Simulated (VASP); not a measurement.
A run of VASP 6.6.1 is set up as follows.

The input INCAR:

```
ALGO = Normal ; DIPOL = 0.5 0.5 0.289
EDIFF = 1E-6 ; ENCUT = 520
GGA = PE ; IDIPOL = 3
ISIF = 2 ; ISMEAR = 0
LASPH = T ; LCHARG = F
LDIPOL = T ; LREAL = F
LWAVE = F ; NBANDS = 20
NELM = 100 ; PREC = Accurate
SIGMA = 0.1
```

Contents of KPOINTS:

```
k-points
0
Gamma
  18 18 1
```

File POSCAR:

```
WS2
1.0
    3.2127682316      0.0000000000      0.0000000000
   -1.6063841158      2.7823389050      0.0000000000
    0.0000000000      0.0000000000     29.3824049200
W S
1 2
Direct
    0.0000000000      0.0000000000      0.2892887775
    0.3333333333      0.6666666667      0.3428198741
    0.6666666667      0.3333333333      0.2357576810
```

Potentials or basis: VASP PAW PBE potentials, release 64 (W_sv, S).

Run with:

```console
$ cat potpaw_PBE.64/W_sv/POTCAR potpaw_PBE.64/S/POTCAR > POTCAR
$ mpirun -np 1 vasp_std > vasp.out
```

Estimate the band gap on the k mesh.

zero (band 13 reaches -1.63 eV, above the bottom of band 14 at -2.89 eV).

Predict the largest force.

0.040 eV/Å.

Forces in eV/Å, atoms in the order of the input:
```
W    0.000  0.000  0.000
S    0.000  0.000  0.040
S    0.000  0.000 -0.040
```

Caveat: spin-orbit coupling is left out, which moves the levels of the heavy elements.
